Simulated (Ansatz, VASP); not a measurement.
# One calculation of Cs2BaC, two programs

```
CELL_PARAMETERS angstrom
4.90807 0.00000 0.00000
0.00000 4.90807 0.00000
0.00000 0.00000 6.67100
ATOMIC_POSITIONS crystal
Cs 0.00000 0.00000 0.50000
Cs 0.50000 0.50000 0.00000
Ba 0.50000 0.50000 0.50000
C 0.00000 0.00000 0.00000
```

Change from the starting cell: species swapped into the LiNdS2 type (P4/mmm, No. 123).

Alike in both runs: task single point; functional PBE; k mesh 4 × 4 × 4; occupations gaussian, width 0.1 eV; no spin polarisation.

|  | VASP | Ansatz |
| --- | --- | --- |
| version | VASP 6.6.1 | Ansatz 0.2.0 |
| potentials or method | VASP PAW PBE potentials, release 64 (Cs_sv, Ba_sv, C), cutoff 520 eV | scalar-relativistic, plane waves, PAW |
| valence electrons in the cell | 32 | 32 |

Ansatz gave:

```
gap on the k mesh at the Fermi level (eV)                     : none
pressure (GPa)                                                : 1.0
traceless stress, the component that is largest in VASP (GPa) : 1.14
```

Q: Estimate VASP's values.

A: gap on the k mesh at the Fermi level (eV): none; pressure (GPa): 1.3; traceless stress, the component that is largest in VASP (GPa): 1.11.

A gap of «none» marks a metal or a gap that the smearing closes.

Neither program's run includes spin-orbit coupling.
